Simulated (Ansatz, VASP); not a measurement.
One calculation of Ga, two programs

```xyz
2
Lattice="3.0032 0.0000 0.0000 -1.5016 2.6008 0.0000 0.0000 0.0000 4.8651" Properties=species:S:1:pos:R:3 pbc="T T T"
Ga    0.0000    1.7339    1.2163
Ga    1.5016    0.8669    3.6488
```

Change from the starting cell: shortest bond scaled by 1, PAW files.

Alike in both runs: task single point; functional PBEsol; k mesh 11 × 11 × 6; occupations fermi-dirac, width 0.05 eV; no spin polarisation.

|  | VASP | Ansatz |
| --- | --- | --- |
| version | VASP 6.6.1 | Ansatz 0.2.0 |
| potentials or method | VASP PAW PBE potentials, release 64 (Ga_d) | PAW with Ansatz's default frozen-core files, scalar-relativistic |
| plane-wave cutoff (eV) | 520 | 420 |
| valence electrons in the cell | 26 | 26 |

|  | VASP | Ansatz | Ansatz less VASP |
| --- | --- | --- | --- |
| pressure (GPa) | -3.2 | -3.2 | -0.05 |
| traceless stress, the component that is largest in VASP (GPa) | -0.43 | -0.44 | -0.003 |

VASP's potentials were made for PBE, not for PBEsol. The functional is the same, so the differences come from potentials, cutoffs and numerics.
